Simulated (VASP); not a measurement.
Here is a VASP 6.6.1 calculation.

The input POSCAR:

```
TiC
1.0
    0.0000000000      2.1640000000      2.1640000000
    2.1640000000      0.0000000000      2.1640000000
    2.1640000000      2.1640000000      0.0000000000
Ti C
1 1
Direct
    0.0000000000      0.0000000000      0.0000000000
    0.5000000000      0.5000000000      0.5000000000
```

Contents of INCAR.step1:

```
SYSTEM = TiC
PREC = Accurate ; ENCUT = 660
ISMEAR = 0 ; SIGMA = 0.1
LREAL = .False. ; LASPH = .True.
NELM = 120 ; NBANDS = 15
GGA = PE ; ALGO = Normal
EDIFF = 1E-5 ; LWAVE = .True.
LCHARG = .False. ; GGA_COMPAT = .False.
```

The input INCAR.step2:

```
SYSTEM = TiC
PREC = Accurate ; ENCUT = 660
EDIFF = 1E-6 ; ISMEAR = 0
SIGMA = 0.1 ; LREAL = .False.
LASPH = .True. ; NELM = 120
ALGO = Normal ; ISIF = 2
LWAVE = .False. ; LCHARG = .False.
METAGGA = R2SCAN ; LMIXTAU = .True.
NBANDS = 15 ; ISTART = 1
GGA_COMPAT = .False.
```

File KPOINTS:

```
regular mesh
0
Gamma
  8 8 8
  0 0 0
```

Potentials or basis: VASP PAW PBE potentials, release 64 (Ti_sv, C).

Command:

```bash
$ cat potpaw_PBE.64/Ti_sv/POTCAR potpaw_PBE.64/C/POTCAR > POTCAR
$ cp INCAR.step1 INCAR
$ mpirun -np 1 vasp_std > vasp.out
$ cp INCAR.step2 INCAR
$ mpirun -np 1 vasp_std > vasp.out
```

Task: Predict the band gap on the k mesh.

Result: Zero (bands 8 and 9 overlap by 1.32 eV).

Task: Estimate the pressure.

Result: 0.7 GPa.

Caveat: the PAW data sets were made with another functional, which shifts forces and pressure a little.
